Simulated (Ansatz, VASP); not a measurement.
One calculation of AgCl, two programs

Contents of INCAR:

```
SYSTEM = AgCl
PREC = Accurate
ENCUT = 600
EDIFF = 1E-6
ISMEAR = -1
SIGMA = 0.05
LREAL = .False.
LASPH = .True.
NELM = 80
ALGO = Normal
ISIF = 3
LWAVE = .False.
LCHARG = .False.
GGA = PS
IBRION = 2
NSW = 80
EDIFFG = -0.005
```

The input KPOINTS:

```
Automatic mesh
0
Gamma
  8 8 8
  0 0 0
```

The input POSCAR:

```
AgCl
1.0
    0.0000000000      2.7350000000      2.7350000000
    2.7350000000      0.0000000000      2.7350000000
    2.7350000000      2.7350000000      0.0000000000
Ag Cl
1 1
Direct
    0.0000000000      0.0000000000      0.0000000000
    0.5000000000      0.5000000000      0.5000000000
```

The input input.yaml:

```yaml
crystal:
  lattice:
    - [0.0, 2.735, 2.735]
    - [2.735, 0.0, 2.735]
    - [2.735, 2.735, 0.0]
  atoms:
    - { symbol: Ag, position: [0.0, 0.0, 0.0] }
    - { symbol: Cl, position: [0.5, 0.5, 0.5] }
kpoints:
  mp_grid: { grid: [8, 8, 8] }
scf:
  occupations: { method: fermi_dirac, width: 0.05 }
hamiltonian:
  xc: pbesol
  pseudopotentials: { kind: all_electron, lapw: { basis_error: 0.001 } }
output:
  forces: true
  stress: true
relax:
  f_tol: 0.005
  max_steps: 60
  cell: {}
```

Alike in both runs: task relaxation of cell and atoms; functional PBEsol; k mesh 8 × 8 × 8; occupations fermi-dirac, width 0.05 eV; no spin polarisation.

|  | VASP | Ansatz |
| --- | --- | --- |
| version | VASP 6.6.1 | Ansatz 0.2.0 |
| potentials or method | VASP PAW PBE potentials, release 64 (Ag, Cl), cutoff 600 eV | all-electron LAPW, scalar-relativistic |

|  | VASP | Ansatz | Ansatz less VASP |
| --- | --- | --- | --- |
| relaxed volume (Å³/atom) | 20.18 | 20.21 | +0.032 |
| relaxed length of the cell vector where the two differ most in proportion (Å) | 3.850 | 3.852 | +0.0020 |

VASP's potentials were made for PBE, not for PBEsol. Ansatz ran all-electron here, and VASP with PAW potentials.
